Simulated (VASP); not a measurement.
**Mo: single point with r2SCAN**

The system is Mo.

```
Mo
1.0
    -1.57642    1.57642    1.57642
     1.57642   -1.57642    1.57642
     1.57642    1.57642   -1.57642
Mo
1
Cartesian
  0.0000 0.0000 0.0000
```

```json
{
  "Program": "VASP 6.6.1",
  "Task": "single point",
  "Functional": "r2SCAN",
  "Potentials or basis": "VASP PAW PBE potentials, release 64 (Mo_sv)",
  "Cutoff": "520 eV",
  "k mesh": "14 × 14 × 14",
  "Occupations": "gaussian, width 0.01 eV",
  "Spin": "no spin polarisation",
  "Dipole correction": "no",
  "Further INCAR settings": "ALGO = Normal; EDIFF = 1e-06; NBANDS = 13"
}
```

```
Pressure               : 1.3 GPa
Band gap on the k mesh : zero (bands 7 and 8 overlap by 5.54 eV)
```

Levels at points of the mesh, in eV from the Fermi level:
| k point | band 5 | band 6 | band 7 | band 8 | band 9 | band 10 |
| --- | --- | --- | --- | --- | --- | --- |
| (0.00, 0.00, 0.00) | -7.70 | -1.47 | -1.47 | -1.47 | 1.85 | 1.85 |
| (0.50, 0.00, 0.00) | -5.63 | -3.63 | 1.52 | 1.82 | 2.52 | 4.85 |
| (0.50, 0.50, 0.50) | -5.68 | -5.68 | 4.07 | 4.07 | 4.07 | 9.41 |

Wall time 34 s on 1 thread of Intel(R) Xeon(R) Platinum 8559C (Emerald Rapids), on a shared host, peak memory 0.14 GiB.

Caveat: the PAW data sets were made with another functional, which shifts forces and pressure a little.
